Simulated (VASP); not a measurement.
# MgO (P1) in VASP: single point with PBE

Aim: the single point of MgO with PBE.

All numbers are computed with VASP 6.6.1; they aren't measurements. Logs are shortened: lines on timing, memory, paths and dates and some standing lists are left out, and cuts for length are marked.

## 1. The cell of the first run

The typed cell holds 54 atoms: a = 9.023 Å, b = 9.023 Å, c = 9.023 Å, α = 60.00°, β = 60.00°, γ = 60.00°.

## 2. Single point, PBE

Input file INCAR:

```
SYSTEM = MgO
ALGO = Normal
EDIFF = 1E-7
ENCUT = 520
GGA = PE
ISIF = 2
ISMEAR = 0
LASPH = .TRUE.
LCHARG = .FALSE.
LREAL = Auto
LWAVE = .FALSE.
NBANDS = 141
NELM = 60
PREC = Accurate
SIGMA = 0.02
```

Input file KPOINTS:

```
k-points
0
G
  2 2 2
  0 0 0
```

Input file POSCAR:

```
MgO
1.0
    0.0000000000      6.3803844974      6.3803844974
    6.3803844974      0.0000000000      6.3803844974
    6.3803844974      6.3803844974      0.0000000000
Mg O
27 27
Direct
   -0.0004521123      0.3333809689      0.3335405006
   -0.0004435946      0.3333881466      0.6668632543
   -0.0003694148      0.3334019858      0.0001543032
   -0.0004696011      0.6667595881      0.3335213218
   -0.0004820525      0.6667884149      0.6667990697
   -0.0003515663      0.6666649600      0.0002072936
   -0.0005026215      0.0001122999      0.3335318048
   -0.0004827101      0.0000440625      0.6668751255
   -0.0004368055      0.0000760827      0.0002312364
    0.3328885047      0.3334151021      0.3335122758
    0.3329096050      0.3334540635      0.6668663771
    0.3329886379      0.3333801664      0.0001866747
    0.3328731934      0.6667721630      0.3334833515
    0.3329031013      0.6667433472      0.6668404423
    0.3329408399      0.6667385370      0.0001841695
    0.3328569674      0.0000637812      0.3335437275
    0.3328189049      0.0000832663      0.6668638280
    0.3328770804      0.0000367962      0.0002097098
    0.6662237003      0.3335010961      0.3334924886
    0.6662650516      0.3334603349      0.6668235166
    0.6662874604      0.3334557010      0.0001985913
    0.6662070445      0.6667783401      0.3335252853
    0.6661604948      0.6667490586      0.6668922860
    0.6662898753      0.6667996790      0.0001553685
    0.6661686287      0.0001444380      0.3335398064
    0.6661180121      0.0001641701      0.6668471418
    0.6662654611      0.0000755731      0.0001686742
    0.1662266036      0.1666870780      0.1669057954
    0.1661658214      0.1667183150      0.5002768955
    0.1662466626      0.1666875964      0.8335626882
    0.1661817195      0.5000814062      0.1668646034
    0.1661804184      0.5000569503      0.5002219908
    0.1661936999      0.5000467353      0.8335501477
    0.1662041590      0.8334054645      0.1668941805
    0.1662253236      0.8333676900      0.5002228229
    0.1662091568      0.8333603774      0.8335737260
    0.4995267739      0.1667011950      0.1669407348
    0.4996014337      0.1666710816      0.5002927835
    0.4996043752      0.1666696586      0.8335928623
    0.4995760203      0.5000184443      0.1668887218
    0.4995804104      0.5000373356      0.5002237645
    0.4995204675      0.5000034367      0.8335714556
    0.4995677105      0.8333545284      0.1668523276
    0.4994893205      0.8333928162      0.5002337728
    0.4995653118      0.8333354815      0.8335428367
    0.8329051544      0.1667341883      0.1668854901
    0.8328901007      0.1666635859      0.5002723465
    0.8328734385      0.1667133205      0.8335926000
    0.8328639348      0.5000148581      0.1669337597
    0.8328226025      0.5000155533      0.5002894019
    0.8329023327      0.5000105118      0.8335765720
    0.8328547498      0.8333350062      0.1668989384
    0.8329302516      0.8333711921      0.5002042242
    0.8328714809      0.8333406582      0.8335809866
```

Potentials or basis: VASP PAW PBE potentials, release 64 (Mg, O).

Launch:

```console
> cat potpaw_PBE.64/Mg/POTCAR potpaw_PBE.64/O/POTCAR > POTCAR
> mpirun -np 1 vasp_std > vasp.out
```

OUTCAR:

```text
SYSTEM = MgO
   EDIFF = 1E-7
   ENCUT = 520
   GGA = PE
   ISIF = 2
   ISMEAR = 0
   LASPH = .TRUE.
   LREAL = Auto
   NELM = 60
   PREC = Accurate

 ion  position               nearest neighbor table
   1  1.000  0.333  0.334-  49 2.13  28 2.13  31 2.13  29 2.13  47 2.13  50 2.13  20 3.01  19 3.01
                             7 3.01   6 3.01  16 3.01   2 3.01   3 3.01   8 3.01  10 3.01   4 3.01
   2  1.000  0.333  0.667-  29 2.13  32 2.13  50 2.13  51 2.13  48 2.13  30 2.13  20 3.01  17 3.01
                            21 3.01   1 3.01   3 3.01   9 3.01  10 3.01   5 3.01   4 3.01   8 3.01
   3  1.000  0.333  0.000-  33 2.13  51 2.13  30 2.13  28 2.13  49 2.13  46 2.13  11 3.01  21 3.01
                             6 3.01  18 3.01   9 3.01   7 3.01   1 3.01   2 3.01  12 3.01  24 3.01
   4  1.000  0.667  0.334-  53 2.13  52 2.13  34 2.13  31 2.13  32 2.13  50 2.13   5 3.01   6 3.01
                             9 3.01  22 3.01  13 3.01   7 3.01  10 3.01   2 3.01   1 3.01  23 3.01
   5  1.000  0.667  0.667-  53 2.13  35 2.13  32 2.13  54 2.13  51 2.13  33 2.13   4 3.01  24 3.01
                             8 3.01   7 3.01  23 3.01  13 3.01   2 3.01  11 3.01   3 3.01  14 3.01
   6  1.000  0.667  0.000-  31 2.13  36 2.13  33 2.13  52 2.13  54 2.13  49 2.13   3 3.01   4 3.01
                             1 3.01  14 3.01  12 3.01  24 3.01  15 3.01   8 3.01  22 3.01   9 3.01
   7  0.999  0.000  0.334-  46 2.13  47 2.13  28 2.13  53 2.13  34 2.13  35 2.13   9 3.01   5 3.01
                             1 3.01  25 3.01   8 3.01  19 3.01   3 3.01  16 3.01   4 3.01  26 3.01
   8  1.000  0.000  0.667-  47 2.13  29 2.13  35 2.13  54 2.13  48 2.13  36 2.13  27 3.01   5 3.01
                            17 3.01   7 3.01  20 3.01  16 3.01   1 3.01  14 3.01  26 3.01   6 3.01
   9  1.000  0.000  0.000-  30 2.13  34 2.13  46 2.13  48 2.13  36 2.13  52 2.13  18 3.01   7 3.01
[... 62 lines left out ...]
  53  0.833  0.833  0.500-   5 2.13   4 2.13   7 2.13  23 2.13  25 2.13  26 2.13
  54  0.833  0.833  0.834-  24 2.13  27 2.13   5 2.13   8 2.13   6 2.13  26 2.13

  LATTYP: Found a face centered cubic cell.
 ALAT       =    12.7607689948

  Lattice vectors:

 A1 = (   0.0000000000,   6.3803844974,   6.3803844974)
 A2 = (   6.3803844974,   0.0000000000,   6.3803844974)
 A3 = (   6.3803844974,   6.3803844974,   0.0000000000)

Analysis of symmetry for initial positions (statically):
=====================================================================
 Subroutine PRICEL returns:
 Original cell was already a primitive cell.

 Routine SETGRP: Setting up the symmetry group for a
 face centered cubic supercell.

 Subroutine GETGRP returns: Found  1 space group operations
 (whereof  1 operations were pure point group operations)
 out of a pool of 48 trial point group operations.

The static configuration has the point symmetry C_1 .

Analysis of symmetry for dynamics (positions and initial velocities):
=====================================================================
 Subroutine PRICEL returns:
 Original cell was already a primitive cell.

 Routine SETGRP: Setting up the symmetry group for a
 face centered cubic supercell.

 Subroutine GETGRP returns: Found  1 space group operations
 (whereof  1 operations were pure point group operations)
 out of a pool of 48 trial point group operations.

The dynamic configuration has the point symmetry C_1 .

 Subroutine INISYM returns: Found  1 space group operations
 (whereof  1 operations are pure point group operations),
 and found     1 'primitive' translations

----------------------------------------------------------------------------------------

                                     Primitive cell

  volume of cell :     519.4821

  direct lattice vectors                    reciprocal lattice vectors
     0.000000000  6.380384497  6.380384497    -0.078365183  0.078365183  0.078365183
     6.380384497  0.000000000  6.380384497     0.078365183 -0.078365183  0.078365183
     6.380384497  6.380384497  0.000000000     0.078365183  0.078365183 -0.078365183

  length of vectors
     9.023226289  9.023226289  9.023226289     0.135732479  0.135732479  0.135732479

  position of ions in fractional coordinates (direct lattice)
     0.999547888  0.333380969  0.333540501
     0.999556405  0.333388147  0.666863254
     0.999630585  0.333401986  0.000154303
     0.999530399  0.666759588  0.333521322
     0.999517948  0.666788415  0.666799070
     0.999648434  0.666664960  0.000207294
[... 46 lines left out ...]
     0.832930252  0.833371192  0.500204224
     0.832871481  0.833340658  0.833580987

  ion indices of the primitive-cell ions
   primitive index   ion index
                 1           1
                 2           2
                 3           3
                 4           4
                 5           5
                 6           6
[... 46 lines left out ...]
                53          53
                54          54

----------------------------------------------------------------------------------------

 KPOINTS: k-points

Automatic generation of k-mesh.
 Grid dimensions read from file:
 generate k-points for:    2    2    2

 Generating k-lattice:

  Cartesian coordinates                     Fractional coordinates (reciprocal lattice)
    -0.039182592  0.039182592  0.039182592     0.500000000  0.000000000  0.000000000
     0.039182592 -0.039182592  0.039182592     0.000000000  0.500000000  0.000000000
     0.039182592  0.039182592 -0.039182592     0.000000000  0.000000000  0.500000000

  Length of vectors
     0.067866239  0.067866239  0.067866239

  Shift w.r.t. Gamma in fractional coordinates (k-lattice)
     0.000000000  0.000000000  0.000000000

 Subroutine IBZKPT returns following result:
 ===========================================

 Found      8 irreducible k-points:

 Following reciprocal coordinates:
            Coordinates               Weight
  0.000000  0.000000  0.000000      1.000000
  0.500000  0.000000  0.000000      1.000000
  0.000000  0.500000  0.000000      1.000000
  0.000000  0.000000  0.500000      1.000000
  0.500000  0.500000  0.500000      1.000000
  0.500000  0.500000  0.000000      1.000000
  0.000000  0.500000  0.500000      1.000000
  0.500000  0.000000  0.500000      1.000000
   k-points           NKPTS =      8   k-points in BZ     NKDIM =      8   number of bands    NBANDS=    141
   number of dos      NEDOS =    301   number of ions     NIONS =     54
   total plane-waves  NPLWV = 343000
   dimension x,y,z NGX =    70 NGY =   70 NGZ =   70
   dimension x,y,z NGXF=   140 NGYF=  140 NGZF=  140
   ions per type =              27  27
   NGX,Y,Z   is equivalent  to a cutoff of  12.90, 12.90, 12.90 a.u.
   NGXF,Y,Z  is equivalent  to a cutoff of  25.79, 25.79, 25.79 a.u.
 SYSTEM =  MgO
   PREC   = accura    normal or accurate (medium, high low for compatibility)
   ISTART =      0    job   : 0-new  1-cont  2-samecut
   ICHARG =      2    charge: 1-file 2-atom 10-const
   ISPIN  =      1    spin polarized calculation?
   LNONCOLLINEAR =      F non collinear calculations
   LSORBIT =      F    spin-orbit coupling
   LASPH  =      T    aspherical Exc in radial PAW
   ENCUT  =  520.0 eV  38.22 Ry    6.18 a.u.  16.78 16.78 16.78*2*pi/ulx,y,z
   NELM   =     60;   NELMIN=  2; NELMDL= -5     # of ELM steps
   EDIFF  = 0.1E-06   stopping-criterion for ELM
   LREAL  =      T    real-space projection
   EDIFFG = 0.1E-05   stopping-criterion for IOM
   NSW    =      0    number of steps for IOM
   IBRION =     -1    ionic relax: 0-MD 1-quasi-New 2-CG
   NFREE  =      0    steps in history (QN), initial steepest desc. (CG)
   ISIF   =      2    stress and relaxation
   ISYM   =      2    0-nonsym 1-usesym 2-fastsym
   POTIM  = 0.5000    time-step for ionic-motion
   TEBEG  =    0.0;   TEEND  =   0.0 temperature during run
   PSTRESS=    0.0 pullay stress
   NELECT =     216.0000    total number of electrons
   NUPDOWN=      -1.0000    fix difference up-down
   EMIN   =  10.00;   EMAX   =-10.00  energy-range for DOS
   EFERMI =   0.00;   METHOD = LEGACY
   ISMEAR =     0;   SIGMA  =   0.02  broadening in eV -4-tet -1-fermi 0-gaus
   EFERMI_NEDOS =   21; number of points for ismear=-14 and -15
   IALGO  =     38    algorithm
   IMIX   =      4    mixing-type and parameters
     AMIX     =   0.40;   BMIX     =  1.00
     AMIX_MAG =   1.60;   BMIX_MAG =  1.00
  volume/ion in A,a.u.               =       9.62        64.92
  Fermi-wavevector in a.u.,A,eV,Ry     =   1.221901  2.309057 20.314059  1.493041
  Thomas-Fermi vector in A             =   2.357067
   LORBIT       =      0    0 simple, 1 ext, 2 COOP (PROOUT), +10 PAW based schemes
   GGA     = PE    functional components
   LHFCALC =     F    Hartree Fock is set to
   AEXX    =    0.0000 exact exchange contribution
   IVDW    =     0    specifies the selected vdW correction
   LEPSILON=     F    determine dielectric tensor
   LRPA    =     F    only Hartree local field effects (RPA)
 non-spin polarized calculation
 Gauss-broadening in eV      SIGMA  =   0.02
  energy-cutoff  :      520.00
  volume of cell :      519.48
 maximum number of plane-waves:     14002
 NGX is ok and might be reduce to    70
   NGX = 33   NGY = 33   NGZ = 33

 number of electron     216.0000001 magnetization

 Free energy of the ion-electron system (eV)
  ---------------------------------------------------
  ext. energy  EPLUGINS =         0.00000000
  ---------------------------------------------------
  free energy    TOTEN  =      -321.61887117 eV

  energy without entropy =     -321.61887117  energy(sigma->0) =     -321.61887117

 E-fermi :   3.0956     XC(G=0): -10.9399

 val. band max:        2.9701305951   @ k =   0.0000   0.0000   0.0000
 cond. band min:       7.4148959207   @ k =   0.0000   0.0000   0.0000
 fundamental gap:      4.4447653257
 Fermi energy:         3.0955656268

 k-point     1 :       0.0000    0.0000    0.0000
  band No.  band energies     occupation
      1     -14.1453      2.00000
      2     -13.2773      2.00000
      3     -13.2768      2.00000
      4     -13.2766      2.00000
      5     -13.2765      2.00000
      6     -13.2762      2.00000
[... 973 lines left out ...]
    119      11.7564      0.00000
    120      11.7567      0.00000
 [bands above 120 left out]

------------------------ aborting loop because EDIFF is reached ----------------------------------------

  FORCE on cell =-STRESS in cart. coord.  units (eV):
  Direction    XX          YY          ZZ          XY          YZ          ZX
  --------------------------------------------------------------------------------------
  -------------------------------------------------------------------------------------
  Total       -2.3092161     -2.3105963     -2.3060045      0.0009422     -0.0004015     -0.0002173
  in kB       -7.1220432     -7.1263002     -7.1121382      0.0029058     -0.0012384     -0.0006701
  external PRESSURE =      -7.1201605 kB  Pullay stress =       0.0000000 kB

 VOLUME and BASIS-vectors are now :
 -----------------------------------------------------------------------------
  energy-cutoff  :      520.00
  volume of cell :      519.48
      direct lattice vectors                 reciprocal lattice vectors
     0.000000000  6.380384497  6.380384497    -0.078365183  0.078365183  0.078365183
     6.380384497  0.000000000  6.380384497     0.078365183 -0.078365183  0.078365183
     6.380384497  6.380384497  0.000000000     0.078365183  0.078365183 -0.078365183

 POSITION                                       TOTAL-FORCE (eV/Angst)
 -----------------------------------------------------------------------------------
      4.25522      8.50562      8.50460         0.000252      0.000883      0.000080
      6.38199     10.63240      8.50470         0.001523      0.002013     -0.000566
      2.12822      6.37901      8.50526         0.001629      0.000221     -0.002597
      6.38218      8.50538     10.63157        -0.000497      0.000889     -0.001707
      8.50880     10.63174     10.63168         0.001359      0.004701     -0.002375
      4.25490      6.37946     10.63172         0.002546     -0.004947     -0.001547
[... 46 lines left out ...]
      8.50872      8.50591     10.63164         0.002999     -0.003859     -0.004992
     10.63560     10.63261     10.63107        -0.001399     -0.002636      0.002636
 -----------------------------------------------------------------------------------
    total drift:                                0.005217     -0.003515     -0.009593

  FREE ENERGIE OF THE ION-ELECTRON SYSTEM (eV)
  ---------------------------------------------------
  free  energy   TOTEN  =      -321.6188711652 eV

  energy  without entropy=     -321.6188711652  energy(sigma->0) =     -321.61887117
```

Run time: 24 min. Hardware: 1 thread of Intel Xeon Platinum 8259CL at 2.50GHz (Skylake/Cascade Lake), shared host; peak memory 0.88 GiB.

What came out:

* Free energy: -321.6189 eV
* Pressure: -0.7 GPa
* Largest force: 0.010 eV/Å
* Band gap on the k mesh: 4.44 eV

Forces in eV/Å, atoms in the order of the input:
```
Mg   0.000  0.001  0.000
Mg   0.002  0.002 -0.001
Mg   0.002  0.000 -0.003
Mg   0.000  0.001 -0.002
Mg   0.001  0.005 -0.002
Mg   0.003 -0.005 -0.002
Mg  -0.001  0.003  0.000
Mg   0.002  0.003  0.000
Mg  -0.001 -0.003 -0.004
Mg   0.002  0.002 -0.002
Mg  -0.002  0.000 -0.003
Mg   0.000 -0.002 -0.005
Mg   0.001  0.005 -0.001
Mg   0.000  0.000 -0.003
Mg   0.000 -0.002 -0.004
Mg  -0.001  0.000  0.000
Mg   0.001  0.004  0.000
Mg   0.001  0.001  0.003
Mg  -0.001  0.004 -0.004
Mg  -0.001  0.002 -0.007
Mg  -0.004 -0.001 -0.006
Mg  -0.002  0.001 -0.002
Mg  -0.002  0.003  0.002
Mg  -0.002  0.001 -0.004
Mg  -0.005  0.003 -0.001
Mg  -0.003  0.008  0.000
Mg   0.001  0.001 -0.002
O    0.003  0.001  0.004
O   -0.005 -0.004  0.005
O    0.001 -0.001  0.005
O   -0.002  0.007 -0.001
O   -0.003  0.002  0.004
O   -0.002  0.003  0.004
O   -0.003  0.003  0.000
O   -0.001 -0.001  0.001
O   -0.004  0.000  0.002
O    0.001 -0.002  0.002
O    0.001 -0.010  0.002
O    0.001 -0.007  0.001
O    0.004 -0.002  0.001
O    0.003 -0.006 -0.003
O    0.002  0.000  0.006
O    0.004  0.000 -0.001
O   -0.001  0.002  0.003
O    0.000  0.000  0.002
O    0.006 -0.001 -0.001
O    0.001 -0.005  0.003
O   -0.001 -0.005  0.002
O   -0.001  0.000  0.004
O   -0.001 -0.002  0.006
O    0.003 -0.006  0.004
O    0.003  0.003 -0.001
O    0.003 -0.004 -0.005
O   -0.001 -0.003  0.003
```

Levels at points of the mesh, in eV from the valence-band top:
| k point | band 106 | band 107 | band 108 | band 109 | band 110 | band 111 |
| --- | --- | --- | --- | --- | --- | --- |
| (0.00, 0.00, 0.00) | 0.00 | 0.00 | 0.00 | 4.44 | 7.43 | 7.43 |
| (0.50, 0.00, 0.00) | -0.17 | -0.17 | -0.17 | 5.87 | 5.87 | 7.71 |
| (0.00, 0.50, 0.00) | -0.17 | -0.17 | -0.17 | 5.87 | 5.87 | 7.71 |
| (0.00, 0.00, 0.50) | -0.17 | -0.17 | -0.17 | 5.87 | 5.87 | 7.71 |
| (0.50, 0.50, 0.50) | -0.17 | -0.17 | -0.17 | 5.87 | 5.87 | 7.71 |
| (0.50, 0.50, 0.00) | -0.30 | -0.30 | -0.30 | 6.35 | 6.35 | 7.40 |
| (0.00, 0.50, 0.50) | -0.30 | -0.30 | -0.30 | 6.35 | 6.35 | 7.40 |
| (0.50, 0.00, 0.50) | -0.30 | -0.30 | -0.30 | 6.35 | 6.35 | 7.40 |

Caveat: the k points lie up to 0.43 Å⁻¹ apart.
